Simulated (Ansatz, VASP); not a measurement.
**One calculation of MoS2, two programs**

File INCAR:

```
SYSTEM = MoS2
PREC = Accurate
ENCUT = 520
EDIFF = 1E-6
ISMEAR = -1
SIGMA = 0.02
LREAL = .FALSE.
LASPH = .TRUE.
NELM = 80
ALGO = Normal
ISIF = 2
LWAVE = .FALSE.
LCHARG = .TRUE.
GGA = PE
LELF = .TRUE.
LVHAR = .TRUE.
NBANDS = 35
```

File KPOINTS:

```
Automatic mesh
0
G
  12 12 2
  0 0 0
```

The input POSCAR:

```
MoS2
1.0
    3.2682105272      0.0000000000      0.0000000000
   -1.6341052636      2.8303533414      0.0000000000
    0.0000000000      0.0000000000     12.2860915468
Mo S
2 4
Direct
    0.3333333333      0.6666666667      0.2500000000
    0.6666666667      0.3333333333      0.7500000000
    0.6666666667      0.3333333333      0.3742473743
    0.6666666667      0.3333333333      0.1257526257
    0.3333333333      0.6666666667      0.8742473743
    0.3333333333      0.6666666667      0.6257526257
```

Input for Ansatz:

```yaml
crystal:
  lattice:
    - [3.2682105272, 0.0, 0.0]
    - [-1.6341052636, 2.8303533414, 0.0]
    - [0.0, 0.0, 12.2860915468]
  atoms:
    - { symbol: Mo, position: [0.3333333333, 0.6666666667, 0.25] }
    - { symbol: Mo, position: [0.6666666667, 0.3333333333, 0.75] }
    - { symbol: S, position: [0.6666666667, 0.3333333333, 0.3742473743] }
    - { symbol: S, position: [0.6666666667, 0.3333333333, 0.1257526257] }
    - { symbol: S, position: [0.3333333333, 0.6666666667, 0.8742473743] }
    - { symbol: S, position: [0.3333333333, 0.6666666667, 0.6257526257] }
kpoints:
  mp_grid: { grid: [12, 12, 2] }
  band_path:
    path:
      - [0.0, 0.0, 0.0]
      - [0.5, 0.0, 0.0]
      - [0.3333333333, 0.3333333333, 0.0]
      - [0.0, 0.0, 0.5]
      - [0.5, 0.0, 0.5]
      - [0.3333333333, 0.3333333333, 0.5]
    npoints: 1
hamiltonian:
  xc: pbe
scf:
  occupations: { method: fermi_dirac, width: 0.02 }
  n_extra_bands: 5
output:
  forces: true
  stress: true
  eigenvalues: true
  write_density: true
  write_potential: true
  elf: true
  volumetric_format: npy
```

Change from the starting cell: epitaxial_xy strain +3.0%.

Alike in both runs: task single point; functional PBE; k mesh 12 × 12 × 2; occupations fermi-dirac, width 0.02 eV; no spin polarisation.

|  | VASP | Ansatz |
| --- | --- | --- |
| version | VASP 6.6.1 | Ansatz 0.2.0 |
| potentials or method | VASP PAW PBE potentials, release 64 (Mo_sv, S) | plane waves, PAW |
| plane-wave cutoff (eV) | 520 | 420 |
| valence electrons in the cell | 52 | 52 |

|  | VASP | Ansatz | Ansatz less VASP |
| --- | --- | --- | --- |
| pressure (GPa) | -2.8 | -2.7 | +0.12 |
| traceless stress, the component that is largest in VASP (GPa) | 5.61 | 5.63 | +0.027 |
| rms of the force components (eV/Å) | 0.035 | 0.040 | +0.0056 |

Atom by atom the forces differ by 0.006 eV/Å (rms over components). With one functional, cell and mesh, what is left measures potentials, basis and numerics.
